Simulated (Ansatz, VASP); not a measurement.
# One calculation of ZnS, two programs

INCAR

```
SYSTEM = ZnS
ALGO = Normal
EDIFF = 1E-6
EDIFFG = -0.005
ENCUT = 600
GGA = PS
IBRION = 2
ISIF = 3
ISMEAR = 0
LASPH = .TRUE.
LCHARG = .FALSE.
LREAL = .FALSE.
LWAVE = .FALSE.
NELM = 100
NSW = 100
PREC = Accurate
SIGMA = 0.02
```

File KPOINTS:

```
k-points
0
G
  9 9 6
  0 0 0
```

The input POSCAR:

```
ZnS
1.0
    3.8206924600      0.0000000000      0.0000000000
   -1.9103462300      3.3088167300      0.0000000000
    0.0000000000      0.0000000000      6.2024108700
Zn S
2 2
Direct
    0.3333333300      0.6666666700      0.0000000000
    0.6666666700      0.3333333300      0.5000000000
    0.3333333300      0.6666666700      0.3750000000
    0.6666666700      0.3333333300      0.8750000000
```

Input for Ansatz:

```yaml
crystal:
  lattice:
    - [3.82069246, 0.0, 0.0]
    - [-1.91034623, 3.30881673, 0.0]
    - [0.0, 0.0, 6.20241087]
  atoms:
    - { symbol: Zn, position: [0.33333333, 0.66666667, 0.0] }
    - { symbol: Zn, position: [0.66666667, 0.33333333, 0.5] }
    - { symbol: S, position: [0.33333333, 0.66666667, 0.375] }
    - { symbol: S, position: [0.66666667, 0.33333333, 0.875] }
basis:
  ecutwfc: 420
kpoints:
  mp_grid: { grid: [9, 9, 6] }
hamiltonian:
  xc: pbesol
scf:
  occupations: { method: gaussian, width: 0.02 }
output:
  forces: true
  stress: true
  eigenvalues: true
  write_density: true
  write_potential: true
  elf: true
  volumetric_format: npy
relax:
  adjacent_minimum: "off"
  f_tol: 0.005
  max_steps: 80
  cell: { stress_tol: 0.05 }
```

Alike in both runs: task relaxation of cell and atoms; functional PBEsol; k mesh 9 × 9 × 6; occupations gaussian, width 0.02 eV; no spin polarisation.

```csv
,VASP,Ansatz
version,VASP 6.6.1,Ansatz 0.2.0
potentials or method,"VASP PAW PBE potentials, release 64 (Zn, S), cutoff 600 eV","scalar-relativistic, plane waves, PAW"
valence electrons in the cell,36,36
```

Ansatz gave:

| Property | Result |
| --- | --- |
| gap on the k mesh at the Fermi level, each at its own relaxed structure (eV) | 2.15 |
| relaxed volume (Å³/atom) | 19.22 |
| relaxed cell length with the largest relative difference (Å) | 3.782 |

**Question.** Which values does VASP return?

**Answer.** gap on the k mesh at the Fermi level, each at its own relaxed structure (eV): 2.15; relaxed volume (Å³/atom): 19.28; relaxed cell length with the largest relative difference (Å): 3.786.

VASP's potentials were made for PBE, not for PBEsol.
